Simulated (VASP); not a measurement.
Wanted: the native input for a VASP 6.6.1 run.

```
Task                   : single point
Functional             : PBE
Potentials or basis    : VASP PAW PBE potentials, release 64 (Al, Cl)
Cutoff                 : 520 eV
k mesh                 : 4 × 4 × 4
Occupations            : gaussian, width 0.1 eV
Spin                   : no spin polarisation
Dipole correction      : no
Further INCAR settings : ALGO = Normal; EDIFF = 1e-06; NBANDS = 18
```

The structure of Al4Cl lies in POSCAR:

```
Al4Cl
1.0
    4.3109604020     -2.5108968268      0.0000000000
    4.3109604020      2.5108968268      0.0000000000
    0.0000000000      0.0000000000      5.2113362755
Al Cl
4 1
Direct
    0.6679182298      0.6679182298      0.2478495503
    0.3320817702      0.3320817702      0.2478495503
    0.6679182298      0.6679182298      0.7521504497
    0.3320817702      0.3320817702      0.7521504497
    0.0000000000      0.0000000000      0.5000000000
```

These files were run (other wordings do the same):

INCAR

```
PREC = Accurate ; ENCUT = 520
EDIFF = 1E-6 ; ISMEAR = 0
SIGMA = 0.1 ; LREAL = F
LASPH = T ; NELM = 60
ALGO = Normal ; ISIF = 2
LWAVE = F ; LCHARG = F
GGA = PE ; NBANDS = 18
```

KPOINTS

```
regular mesh
0
Gamma
  4 4 4
```

Potentials or basis: VASP PAW PBE potentials, release 64 (Al, Cl).

Launch:

```sh
$ cat potpaw_PBE.64/Al/POTCAR potpaw_PBE.64/Cl/POTCAR > POTCAR
$ mpirun -np 1 vasp_std > vasp.out
```

It gave:

| Property | Result |
| --- | --- |
| Pressure | 0.1 GPa |
| Largest force | 0.037 eV/Å |

Caveat: the k points lie up to 0.36 Å⁻¹ apart; an odd number of electrons without spin polarisation forces a metal; a magnetic or distorted state may lie lower.

Wall time 17 s on 1 thread of Intel(R) Xeon(R) 6975P-C (Granite Rapids) (shared host), peak memory 0.23 GiB.
